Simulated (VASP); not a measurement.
Set up this calculation in VASP 6.6.1, as the native input.

```
Task                   : single point
Functional             : PBE
Potentials or basis    : VASP PAW PBE potentials, release 64 (Se)
Cutoff                 : 520 eV
k mesh                 : 22 × 22 × 22
Occupations            : gaussian, width 0.05 eV
Spin                   : no spin polarisation
Dipole correction      : no
Further INCAR settings : ALGO = Normal; EDIFF = 1e-06; NBANDS = 9
```

The structure of Se lies in POSCAR:

```
Se
1.0
    2.0034857901      1.1567130603      1.6301422464
   -2.0034857901      1.1567130603      1.6301422464
    0.0000000000     -2.3134261205      1.6301422464
Se
1
Direct
    0.0000000000      0.0000000000      0.0000000000
```

One way to write it, as run:

INCAR

```
SYSTEM = Se
  ALGO = Normal
  EDIFF = 1E-6
  ENCUT = 520
  GGA = PE
  ISIF = 2
  ISMEAR = 0
  LASPH = .True.
  LCHARG = .True.
  LELF = .True.
  LREAL = .False.
  LVHAR = .True.
  LWAVE = .False.
  NBANDS = 9
  NELM = 100
  PREC = Accurate
  SIGMA = 0.05
```

KPOINTS

```
k-points
0
Gamma
  22 22 22
  0 0 0
```

Potentials or basis: VASP PAW PBE potentials, release 64 (Se).

Run with:

```bash
$ cat potpaw_PBE.64/Se/POTCAR > POTCAR
$ mpirun -np 1 vasp_std > vasp.out
```

It gave:

The pressure is 0.0 GPa and the band gap on the k mesh is zero (band 3 reaches 7.44 eV, above the bottom of band 4 at 1.38 eV).

It took 91 s on 1 thread of AMD EPYC 7R13 Processor (Zen 3) (shared host), peak memory 0.27 GiB.
